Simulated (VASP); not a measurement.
# InAs: single point with PBEsol+D4

The system is InAs.

```xyz
4
Lattice="3.9653 0.0000 0.0000 -1.9827 3.4341 0.0000 0.0000 0.0000 6.8489" Properties=species:S:1:pos:R:3 pbc="T T T"
In    0.0000    0.0000    0.0000
In    0.0000    0.0000    3.4244
As    0.0000    2.2894    1.7122
As    1.9827    1.1447    5.1367
```

- Program: VASP 6.6.1
- Task: single point
- Functional: PBEsol
- Dispersion: D4
- Potentials or basis: VASP PAW PBE potentials, release 64 (In_d, As)
- Cutoff: 500 eV
- k mesh: 6 × 6 × 4
- Occupations: fermi-dirac, width 0.02 eV
- Spin: no spin polarisation

```
Pressure                   : -2.6 GPa
Band gap on the k mesh     : zero (band 18 reaches 6.53 eV, above the bottom of band 19 at 3.50 eV)
Dispersion energy per atom : -0.237 eV
```

Stress tensor (GPa, compression positive):
```
-2.95  0.00  0.00
 0.00 -2.95  0.00
 0.00  0.00 -1.88
```

Levels at points of the mesh, in eV from the Fermi level:
| k point | band 16 | band 17 | band 18 | band 19 | band 20 | band 21 |
| --- | --- | --- | --- | --- | --- | --- |
| (0.00, 0.00, 0.00) | -0.16 | -0.16 | 0.42 | 0.42 | 2.16 | 4.88 |
| (0.50, 0.00, 0.00) | -3.59 | -2.08 | 0.22 | 1.26 | 1.90 | 2.16 |
| (0.00, 0.00, 0.50) | 0.16 | 0.16 | 0.16 | 1.92 | 1.92 | 4.83 |
| (0.50, 0.00, 0.50) | -1.72 | -1.24 | -1.24 | -0.15 | -0.15 | 3.66 |

It took 23 s on 1 thread of Intel(R) Xeon(R) 6975P-C (Granite Rapids) (shared host), peak memory 0.21 GiB.

Caveat: the PAW data sets were made with another functional, which shifts forces and pressure a little; spin-orbit coupling is left out, which moves the levels of the heavy elements; pairwise dispersion overbinds metals, which lowers pressure and volume.
